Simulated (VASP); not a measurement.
# Ti (I4/mmm) in VASP: a series of runs

The runs below take Ti through single point, with LDA.

All numbers are computed with VASP 6.6.1; they aren't measurements. Logs are shortened: lines on timing, memory, paths and dates and some standing lists are left out, and cuts for length are marked.

## Step 1: The cell of the first run

Symmetry: I4/mmm, No. 139, tetragonal system. Conventional cell: a = 2.829 Å, b = 2.829 Å, c = 3.861 Å, α = 90.00°, β = 90.00°, γ = 90.00°. Ti (site symmetry 4/mmm) has 12 Ti at 2.78 to 2.83 Å within 3.7 Å.

## Step 2: Single point, LDA (normal strain along x -0.0350, normal strain along y +0.0000)

INCAR

```
SYSTEM = Ti
PREC = Accurate
ENCUT = 520
EDIFF = 1E-6
ISMEAR = 0
SIGMA = 0.15
LREAL = .False.
LASPH = .True.
NELM = 60
ALGO = Normal
ISIF = 2
LWAVE = .False.
LCHARG = .False.
NBANDS = 12
```

KPOINTS

```
Automatic mesh
0
Gamma
  20 20 20
  0 0 0
```

POSCAR

```
Ti
1.0
    0.0000000000      2.0005340298      2.0005340298
    1.9305153388      0.0000000000      2.0005340298
    1.9305153388      2.0005340298      0.0000000000
Ti
1
Direct
    0.0000000000      0.0000000000      0.0000000000
```

Potentials or basis: VASP PAW LDA potentials, release 64 (Ti_sv).

Started as:

```bash
> cat potpaw_LDA.64/Ti_sv/POTCAR > POTCAR
> mpirun -np 1 vasp_std > vasp.out
```

OUTCAR:

```text
SYSTEM = Ti
   PREC = Accurate
   ENCUT = 520
   EDIFF = 1E-6
   ISMEAR = 0
   LREAL = .False.
   LASPH = .True.
   NELM = 60
   ISIF = 2

 ion  position               nearest neighbor table
   1  0.000  0.000  0.000-

  LATTYP: Found a body centered tetragonal cell.
 ALAT       =     2.8291823569
 C/A-ratio  =     1.3647160877

  Lattice vectors:

 A1 = (  -1.9305153388,   0.0000000000,  -2.0005340298)
 A2 = (  -1.9305153388,   0.0000000000,   2.0005340298)
 A3 = (   1.9305153388,   2.0005340298,   0.0000000000)

Analysis of symmetry for initial positions (statically):
=====================================================================
 Subroutine PRICEL returns:
 Original cell was already a primitive cell.

 Routine SETGRP: Setting up the symmetry group for a
 body centered tetragonal supercell.

 Subroutine GETGRP returns: Found 16 space group operations
 (whereof 16 operations were pure point group operations)
 out of a pool of 16 trial point group operations.

The static configuration has the point symmetry D_4h.

Analysis of symmetry for dynamics (positions and initial velocities):
=====================================================================
 Subroutine PRICEL returns:
 Original cell was already a primitive cell.

 Routine SETGRP: Setting up the symmetry group for a
 body centered tetragonal supercell.

 Subroutine GETGRP returns: Found 16 space group operations
 (whereof 16 operations were pure point group operations)
 out of a pool of 16 trial point group operations.

The dynamic configuration has the point symmetry D_4h.

 Subroutine INISYM returns: Found 16 space group operations
 (whereof 16 operations are pure point group operations),
 and found     1 'primitive' translations

----------------------------------------------------------------------------------------

                                     Primitive cell

  volume of cell :      15.4524

  direct lattice vectors                    reciprocal lattice vectors
     0.000000000  2.000534030  2.000534030    -0.258998201  0.249933264  0.249933264
     1.930515339  0.000000000  2.000534030     0.258998201 -0.249933264  0.249933264
     1.930515339  2.000534030  0.000000000     0.258998201  0.249933264 -0.249933264

  length of vectors
     2.829182357  2.780112566  2.780112566     0.438193269  0.438193269  0.438193269

  position of ions in fractional coordinates (direct lattice)
     0.000000000  0.000000000  0.000000000

  ion indices of the primitive-cell ions
   primitive index   ion index
                 1           1

----------------------------------------------------------------------------------------

 KPOINTS: Automatic mesh

Automatic generation of k-mesh.
 Grid dimensions read from file:
 generate k-points for:   20   20   20

 Generating k-lattice:

  Cartesian coordinates                     Fractional coordinates (reciprocal lattice)
    -0.012949910  0.012496663  0.012496663     0.050000000  0.000000000  0.000000000
     0.012949910 -0.012496663  0.012496663     0.000000000  0.050000000 -0.000000000
     0.012949910  0.012496663 -0.012496663     0.000000000 -0.000000000  0.050000000

  Length of vectors
     0.021909663  0.021909663  0.021909663

  Shift w.r.t. Gamma in fractional coordinates (k-lattice)
     0.000000000  0.000000000  0.000000000

 Subroutine IBZKPT returns following result:
 ===========================================

 Found    641 irreducible k-points:

 Following reciprocal coordinates:
            Coordinates               Weight
  0.000000  0.000000  0.000000      1.000000
  0.050000  0.000000  0.000000      8.000000
  0.100000 -0.000000 -0.000000      8.000000
  0.150000  0.000000  0.000000      8.000000
  0.200000 -0.000000 -0.000000      8.000000
  0.250000 -0.000000 -0.000000      8.000000
[... 16 lines left out ...]
 -0.400000  0.050000  0.000000     16.000000
 -0.350000  0.050000 -0.000000     16.000000
 [... further k-points ...]
   k-points           NKPTS =    641   k-points in BZ     NKDIM =    641   number of bands    NBANDS=     12
   number of dos      NEDOS =    301   number of ions     NIONS =      1
   total plane-waves  NPLWV =  13824
   dimension x,y,z NGX =    24 NGY =   24 NGZ =   24
   dimension x,y,z NGXF=    48 NGYF=   48 NGZF=   48
   ions per type =               1
   NGX,Y,Z   is equivalent  to a cutoff of  14.10, 14.35, 14.35 a.u.
   NGXF,Y,Z  is equivalent  to a cutoff of  28.21, 28.70, 28.70 a.u.
 SYSTEM =  Ti
   PREC   = accura    normal or accurate (medium, high low for compatibility)
   ISTART =      0    job   : 0-new  1-cont  2-samecut
   ICHARG =      2    charge: 1-file 2-atom 10-const
   ISPIN  =      1    spin polarized calculation?
   LNONCOLLINEAR =      F non collinear calculations
   LSORBIT =      F    spin-orbit coupling
   LASPH  =      T    aspherical Exc in radial PAW
   ENCUT  =  520.0 eV  38.22 Ry    6.18 a.u.   5.26  5.17  5.17*2*pi/ulx,y,z
   NELM   =     60;   NELMIN=  2; NELMDL= -5     # of ELM steps
   EDIFF  = 0.1E-05   stopping-criterion for ELM
   LREAL  =      F    real-space projection
   EDIFFG = 0.1E-04   stopping-criterion for IOM
   NSW    =      0    number of steps for IOM
   IBRION =     -1    ionic relax: 0-MD 1-quasi-New 2-CG
   NFREE  =      0    steps in history (QN), initial steepest desc. (CG)
   ISIF   =      2    stress and relaxation
   ISYM   =      2    0-nonsym 1-usesym 2-fastsym
   POTIM  = 0.5000    time-step for ionic-motion
   TEBEG  =    0.0;   TEEND  =   0.0 temperature during run
   PSTRESS=    0.0 pullay stress
   NELECT =      12.0000    total number of electrons
   NUPDOWN=      -1.0000    fix difference up-down
   EMIN   =  10.00;   EMAX   =-10.00  energy-range for DOS
   EFERMI =   0.00;   METHOD = LEGACY
   ISMEAR =     0;   SIGMA  =   0.15  broadening in eV -4-tet -1-fermi 0-gaus
   EFERMI_NEDOS =   21; number of points for ismear=-14 and -15
   IALGO  =     38    algorithm
   IMIX   =      4    mixing-type and parameters
     AMIX     =   0.40;   BMIX     =  1.00
     AMIX_MAG =   1.60;   BMIX_MAG =  1.00
  volume/ion in A,a.u.               =      15.45       104.28
  Fermi-wavevector in a.u.,A,eV,Ry     =   1.504770  2.843603 30.808128  2.264334
  Thomas-Fermi vector in A             =   2.615706
   LORBIT       =      0    0 simple, 1 ext, 2 COOP (PROOUT), +10 PAW based schemes
   GGA     = CA    functional components
   LHFCALC =     F    Hartree Fock is set to
   AEXX    =    0.0000 exact exchange contribution
   IVDW    =     0    specifies the selected vdW correction
   LEPSILON=     F    determine dielectric tensor
   LRPA    =     F    only Hartree local field effects (RPA)
 non-spin polarized calculation
 Gauss-broadening in eV      SIGMA  =   0.15
  energy-cutoff  :      520.00
  volume of cell :       15.45
 maximum number of plane-waves:       435
 NGX is ok and might be reduce to    24
   NGX = 11   NGY = 11   NGZ = 11

 number of electron      11.9999998 magnetization

 Free energy of the ion-electron system (eV)
  ---------------------------------------------------
  ext. energy  EPLUGINS =         0.00000000
  ---------------------------------------------------
  free energy    TOTEN  =        -8.49924721 eV

  energy without entropy =       -8.48204698  energy(sigma->0) =       -8.49064710

 E-fermi :   9.2830     XC(G=0): -12.3546

 val. band max:        9.2797187630   @ k =   0.3500   0.0500   0.0500
 cond. band min:       9.2886044375   @ k =  -0.3000   0.2000   0.0000
 fundamental gap:      0.0088856745
 Fermi energy:         9.2829820917

 k-point     1 :       0.0000    0.0000    0.0000
  band No.  band energies     occupation
      1     -46.5624      2.00000
      2     -22.6227      2.00000
      3     -22.6227      2.00000
      4     -22.6153      2.00000
      5       3.0202      2.00000
      6      10.0925      0.00000
      7      10.0925      0.00000
      8      10.4054      0.00000
      9      11.8850      0.00000
     10      12.2541      0.00000
     11      25.2986      0.00000
     12      29.9268      0.00000

 k-point     2 :       0.0500    0.0000    0.0000
  band No.  band energies     occupation
      1     -46.5574      2.00000
      2     -22.6463      2.00000
      3     -22.6264      2.00000
      4     -22.6200      2.00000
      5       3.1115      2.00000
      6      10.0639      0.00000
      7      10.1269      0.00000
      8      10.4098      0.00000
      9      11.8651      0.00000
     10      12.2268      0.00000
     11      25.3962      0.00000
     12      29.4289      0.00000

 k-point     3 :       0.1000   -0.0000   -0.0000
  band No.  band energies     occupation
      1     -46.5430      2.00000
      2     -22.7204      2.00000
      3     -22.6371      2.00000
      4     -22.6277      2.00000
      5       3.3790      2.00000
      6       9.9433      0.00000
      7      10.2171      0.00000
      8      10.4626      0.00000
      9      11.8215      0.00000
     10      12.1579      0.00000
     11      25.6339      0.00000
     12      28.1744      0.00000

 k-point     4 :       0.1500    0.0000    0.0000
  band No.  band energies     occupation
      1     -46.5204      2.00000
      2     -22.8351      2.00000
      3     -22.6537      2.00000
      4     -22.6391      2.00000
      5       3.8036      2.00000
      6       9.7367      0.00002
      7      10.3199      0.00000
      8      10.5640      0.00000
      9      11.8044      0.00000
     10      12.0889      0.00000
     11      25.7531      0.00000
     12      26.8947      0.00000

 k-point     5 :       0.2000   -0.0000   -0.0000
  band No.  band energies     occupation
      1     -46.4919      2.00000
      2     -22.9780      2.00000
      3     -22.6745      2.00000
      4     -22.6533      2.00000
      5       4.3501      2.00000
      6       9.5093      0.03288
      7      10.3673      0.00000
      8      10.6444      0.00000
      9      11.8891      0.00000
     10      12.0887      0.00000
     11      24.9105      0.00000
     12      26.4352      0.00000
[... 228 lines left out ...]
      1     -46.3542      2.00000
      2     -23.6127      2.00000
      3     -22.7833      2.00000
      4     -22.7280      2.00000
      5       6.4892      2.00000
      6       9.7464      0.00001
      7      10.1690      0.00000
      8      10.3695      0.00000
      9      13.3173      0.00000
     10      13.5720      0.00000
     11      18.7916      0.00000
     12      24.5721      0.00000

 k-point    22 :      -0.4500    0.0500    0.0000
  band No.  band energies     occupation
      1     -46.3557      2.00000
      2     -23.6061      2.00000
      3     -22.7851      2.00000
      4     -22.7240      2.00000
      5       6.4809      2.00000
      6       9.7651      0.00001
      7      10.1689      0.00000
      8      10.3196      0.00000
      9      13.2296      0.00000
     10      13.6080      0.00000
     11      18.8857      0.00000
     12      24.5949      0.00000

 k-point    23 :      -0.4000    0.0500    0.0000
  band No.  band energies     occupation
      1     -46.3672      2.00000
      2     -23.5542      2.00000
      3     -22.7798      2.00000
      4     -22.7151      2.00000
      5       6.4007      2.00000
      6       9.7715      0.00000
      7       9.9774      0.00000
      8      10.3155      0.00000
      9      13.0096      0.00000
     10      13.4679      0.00000
     11      19.5345      0.00000
     12      24.7999      0.00000

 k-point    24 :      -0.3500    0.0500   -0.0000
  band No.  band energies     occupation
      1     -46.3875      2.00000
      2     -23.4618      2.00000
      3     -22.7676      2.00000
      4     -22.7021      2.00000
      5       6.1923      2.00000
      6       9.4909      0.04997
      7       9.9992      0.00000
      8      10.4135      0.00000
      9      12.6978      0.00000
     10      13.1975      0.00000
     11      20.5619      0.00000
     12      25.1607      0.00000

 [... further k-points ...]

------------------------ aborting loop because EDIFF is reached ----------------------------------------

  FORCE on cell =-STRESS in cart. coord.  units (eV):
  Direction    XX          YY          ZZ          XY          YZ          ZX
  --------------------------------------------------------------------------------------
  -------------------------------------------------------------------------------------
  Total        0.5095281      0.3982149      0.3982149      0.0000000      0.0000000      0.0000000
  in kB       52.8303593     41.2888622     41.2888622      0.0000000      0.0000000      0.0000000
  external PRESSURE =      45.1360279 kB  Pullay stress =       0.0000000 kB

 VOLUME and BASIS-vectors are now :
 -----------------------------------------------------------------------------
  energy-cutoff  :      520.00
  volume of cell :       15.45
      direct lattice vectors                 reciprocal lattice vectors
     0.000000000  2.000534030  2.000534030    -0.258998201  0.249933264  0.249933264
     1.930515339  0.000000000  2.000534030     0.258998201 -0.249933264  0.249933264
     1.930515339  2.000534030  0.000000000     0.258998201  0.249933264 -0.249933264

 POSITION                                       TOTAL-FORCE (eV/Angst)
 -----------------------------------------------------------------------------------
      0.00000      0.00000      0.00000        -0.000000      0.000000     -0.000000
 -----------------------------------------------------------------------------------
    total drift:                               -0.000000     -0.000000      0.000000

  FREE ENERGIE OF THE ION-ELECTRON SYSTEM (eV)
  ---------------------------------------------------
  free  energy   TOTEN  =        -8.4992472149 eV

  energy  without entropy=       -8.4820469795  energy(sigma->0) =       -8.49064710
```

Wall time 1.7 min (1 thread of AMD EPYC 9R45 (Zen 5), shared host); peak memory 0.19 GiB.

Results:

```yaml
Free_energy: -8.4992 eV
Pressure: 4.5 GPa
Band_gap_on_the_k_mesh: zero (bands 6 and 7 overlap by 1.35 eV)
```

Stress tensor (GPa, compression positive):
```
5.28 0.00 0.00
0.00 4.13 0.00
0.00 0.00 4.13
```

Levels at points of the mesh, in eV from the Fermi level:
```tsv
k point	band 4	band 5	band 6	band 7	band 8	band 9
(0.00, 0.00, 0.00)	-31.90	-6.26	0.81	0.81	1.12	2.60
(0.50, 0.00, 0.00)	-32.00	-2.86	0.57	0.94	1.09	4.01
(0.50, 0.50, 0.00)	-32.20	-3.02	-2.03	3.28	4.05	4.31
(0.00, 0.50, 0.50)	-32.29	-3.01	-2.14	4.00	4.05	4.44
```

Caveat: the cell differs from its parent crystal (normal strain along x -0.0350, normal strain along y +0.0000); the cell stands under pressure.

## Step 3: Single point, LDA (normal strain along x -0.0175, normal strain along y -0.0175)

INCAR

```
SYSTEM = Ti
PREC     = Accurate       ! precision mode
ENCUT    = 520            ! plane-wave cutoff, eV
EDIFF    = 1E-7           ! SCF threshold, eV
ISMEAR   = 0              ! smearing method
SIGMA    = 0.15           ! smearing width, eV
LREAL    = .FALSE.        ! projectors in reciprocal space
LASPH    = .TRUE.         ! aspherical terms in the spheres
NELM     = 100            ! most SCF steps
ALGO     = Fast           ! electronic algorithm
ISIF     = 2              ! what is computed and relaxed
LWAVE    = .FALSE.        ! write WAVECAR
LCHARG   = .FALSE.        ! write CHGCAR
GGA      = CA             ! functional
NBANDS   = 12             ! bands
```

KPOINTS

```
Automatic mesh
0
G
  20 20 20
  0 0 0
```

POSCAR

```
Ti
1.0
    0.0000000000      1.9655246843      2.0005340298
    1.9655246843      0.0000000000      2.0005340298
    1.9655246843      1.9655246843      0.0000000000
Ti
1
Direct
    0.0000000000      0.0000000000      0.0000000000
```

Potentials or basis: VASP PAW LDA potentials, release 64 (Ti_sv).

Started as:

```bash
> cat potpaw_LDA.64/Ti_sv/POTCAR > POTCAR
> mpirun -np 1 vasp_std > vasp.out
```

Run time: 3.6 min. Hardware: 1 thread of AMD EPYC 9R45 (Zen 5), shared host; peak memory 0.19 GiB.

The run converged. Its results:

```
Free energy            : -8.5004 eV
Pressure               : 4.4 GPa
Band gap on the k mesh : zero (bands 6 and 7 overlap by 1.32 eV)
```

Stress tensor (GPa, compression positive):
```
4.66 0.00 0.00
0.00 4.66 0.00
0.00 0.00 4.02
```

Levels at points of the mesh, in eV from the Fermi level:
| k point | band 2 | band 3 | band 4 | band 5 | band 6 | band 7 | band 8 | band 9 | band 10 | band 11 |
| --- | --- | --- | --- | --- | --- | --- | --- | --- | --- | --- |
| (0.00, 0.00, 0.00) | -31.91 | -31.90 | -31.90 | -6.26 | 0.80 | 0.96 | 0.96 | 2.69 | 2.89 | 16.00 |
| (0.50, 0.00, 0.00) | -32.91 | -32.04 | -32.02 | -2.86 | 0.66 | 0.84 | 1.08 | 4.05 | 4.12 | 9.48 |
| (0.50, 0.50, 0.00) | -32.84 | -32.23 | -32.23 | -3.02 | -2.05 | 3.28 | 4.06 | 4.43 | 4.43 | 13.06 |
| (0.50, 0.00, 0.50) | -32.84 | -32.28 | -32.25 | -3.02 | -2.09 | 3.63 | 4.05 | 4.37 | 4.50 | 12.73 |

Caveat: the cell differs from its parent crystal (normal strain along x -0.0175, normal strain along y -0.0175); the cell stands under pressure.
